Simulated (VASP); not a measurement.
Crystal: NiO.

```
Ni O
1.0
     0.00000    2.09972    2.09972
     2.09972    0.00000    2.09972
     2.09972    2.09972    0.00000
Ni O
1 1
Direct
  0.00000 0.00000 0.00000
  0.50000 0.50000 0.50000
```

This cell differs from its parent crystal: volume scaled by 1.02.

Base run:

```yaml
Program: VASP 6.6.1
Functional: PBEsol
Potentials_or_basis: VASP PAW PBE potentials, release 64 (Ni, O)
Cutoff: 520 eV
k_mesh: 11 × 11 × 11
Occupations: fermi-dirac, width 0.05 eV
Spin: collinear spin, ferromagnetic start
Starting_moments: "[1.0, 0.0] μB"
```

Its results: pressure -10.7 GPa; net moment 1.42 μB per cell; site moments Ni +1.18; O +0.20 μB.

Task: After a change of settings the same cell gave: pressure -22.8 GPa; net moment 0.23 μB per cell; site moments Ni +0.20; O +0.03 μB. Which change was it?
A. functional from PBEsol to r2SCAN; dispersion from none to D3(BJ)
B. functional from PBEsol to revPBE
C. functional from PBEsol to PBE; dispersion from none to D3(BJ)
D. functional from PBEsol to LDA; potentials or basis from VASP PAW PBE potentials, release 64 (Ni, O) to VASP PAW LDA potentials, release 64 (Ni, O)

Result: D.

Caveats: the PAW data sets were made with another functional, which shifts forces and pressure a little (some runs); a cell with one magnetic atom can't hold antiferromagnetic order, which such compounds often take (some runs).
